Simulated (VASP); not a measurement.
Input of a VASP 6.6.1 run:

POSCAR

```
GaP
1.0
    0.0000000000      2.7529801883      2.7529801883
    2.7529801883      0.0000000000      2.7529801883
    2.7529801883      2.7529801883      0.0000000000
Ga P
1 1
Direct
    0.0000000000      0.0000000000      0.0000000000
    0.2500000000      0.2500000000      0.2500000000
```

The input INCAR.step1:

```
SYSTEM = GaP
PREC     = Accurate       ! precision mode
ENCUT    = 500            ! plane-wave cutoff, eV
EDIFF    = 1E-8           ! SCF threshold, eV
ISMEAR   = 0              ! smearing method
SIGMA    = 0.01           ! smearing width, eV
LREAL    = .False.        ! projectors in reciprocal space
LASPH    = .True.         ! aspherical terms in the spheres
NELM     = 100            ! most SCF steps
ALGO     = Normal         ! electronic algorithm
LWAVE    = .True.         ! write WAVECAR
LCHARG   = .False.        ! write CHGCAR
GGA      = PE             ! functional
```

INCAR.step2

```
SYSTEM = GaP
PREC     = Accurate       ! precision mode
ENCUT    = 500            ! plane-wave cutoff, eV
EDIFF    = 1E-8           ! SCF threshold, eV
ISMEAR   = 0              ! smearing method
SIGMA    = 0.01           ! smearing width, eV
LREAL    = .False.        ! projectors in reciprocal space
LASPH    = .True.         ! aspherical terms in the spheres
NELM     = 1              ! most SCF steps
ALGO     = Exact          ! electronic algorithm
LWAVE    = .True.         ! write WAVECAR
LCHARG   = .False.        ! write CHGCAR
GGA      = PE             ! functional
NBANDS   = 76             ! bands
LOPTICS  = .True.         ! frequency-dependent dielectric function
ISTART   = 1
```

INCAR.step3

```
SYSTEM = GaP
PREC     = Accurate       ! precision mode
ENCUT    = 500            ! plane-wave cutoff, eV
EDIFF    = 1E-8           ! SCF threshold, eV
ISMEAR   = 0              ! smearing method
SIGMA    = 0.01           ! smearing width, eV
LREAL    = .False.        ! projectors in reciprocal space
LASPH    = .True.         ! aspherical terms in the spheres
ALGO     = EVGW0          ! electronic algorithm
LWAVE    = .False.        ! write WAVECAR
LCHARG   = .False.        ! write CHGCAR
GGA      = PE             ! functional
NELMGW   = 1            
NBANDS   = 76             ! bands
ENCUTGW  = 80.0           ! cutoff of the response function
NOMEGA   = 48             ! frequency points
PRECFOCK = Fast         
ISTART   = 1            
NBANDSGW = 17
```

File KPOINTS:

```
Automatic mesh
0
Gamma
  4 4 4
  0 0 0
```

Potentials or basis: VASP PAW PBE potentials, release 64 (Ga_d_GW, P_GW).

Run with:

```console
$ cat potpaw_PBE.64/Ga_d_GW/POTCAR potpaw_PBE.64/P_GW/POTCAR > POTCAR
$ cp INCAR.step1 INCAR
$ mpirun -np 1 vasp_std > vasp.out
$ cp INCAR.step2 INCAR
$ mpirun -np 1 vasp_std > vasp.out
$ cp INCAR.step3 INCAR
$ mpirun -np 1 vasp_std > vasp.out
```

Problem. Estimate the quasiparticle gap.

Solution. 2.01 eV.

Problem. Estimate the least direct quasiparticle gap.

Solution. 2.46 eV.

Problem. What does it give for the least direct gap of the starting levels on the mesh?

Solution. 1.56 eV.

Caveat: the k points lie up to 0.49 Å⁻¹ apart; bands, screening cutoff and mesh are small and nothing is extrapolated, so the quasiparticle values aren't converged.
